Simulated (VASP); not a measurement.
Input of a VASP 6.6.1 run:

INCAR

```
SYSTEM = SnSe2
PREC     = Accurate       ! precision mode
ENCUT    = 520            ! plane-wave cutoff, eV
EDIFF    = 1E-6           ! SCF threshold, eV
ISMEAR   = 0              ! smearing method
SIGMA    = 0.01           ! smearing width, eV
LREAL    = .FALSE.        ! projectors in reciprocal space
LASPH    = .TRUE.         ! aspherical terms in the spheres
NELM     = 60             ! most SCF steps
ALGO     = Normal         ! electronic algorithm
ISIF     = 2              ! what is computed and relaxed
LWAVE    = .FALSE.        ! write WAVECAR
LCHARG   = .FALSE.        ! write CHGCAR
GGA      = PS             ! functional
NBANDS   = 20             ! bands
```

Contents of KPOINTS:

```
regular mesh
0
G
  6 6 4
  0 0 0
```

The input POSCAR:

```
SnSe2
1.0
    3.8110000000      0.0000000000      0.0000000000
   -1.9055000000      3.3004228100      0.0000000000
    0.0000000000      0.0000000000      6.1360000000
Sn Se
1 2
Direct
    0.0000000000      0.0000000000      0.0000000000
    0.3333333333      0.6666666667      0.2490000000
    0.6666666667      0.3333333333      0.7510000000
```

Potentials or basis: VASP PAW PBE potentials, release 64 (Sn_d, Se).

Launch:

```sh
$ cat potpaw_PBE.64/Sn_d/POTCAR potpaw_PBE.64/Se/POTCAR > POTCAR
$ mpirun -np 1 vasp_std > vasp.out
```

(1) Estimate the largest force.

(2) Predict the band gap on the k mesh.

Results:

(1) 0.614 eV/Å.

(2) 0.74 eV, indirect (least direct gap 1.00 eV).

Caveat: the PAW data sets were made with another functional, which shifts forces and pressure a little; spin-orbit coupling is left out, which moves the levels of the heavy elements.
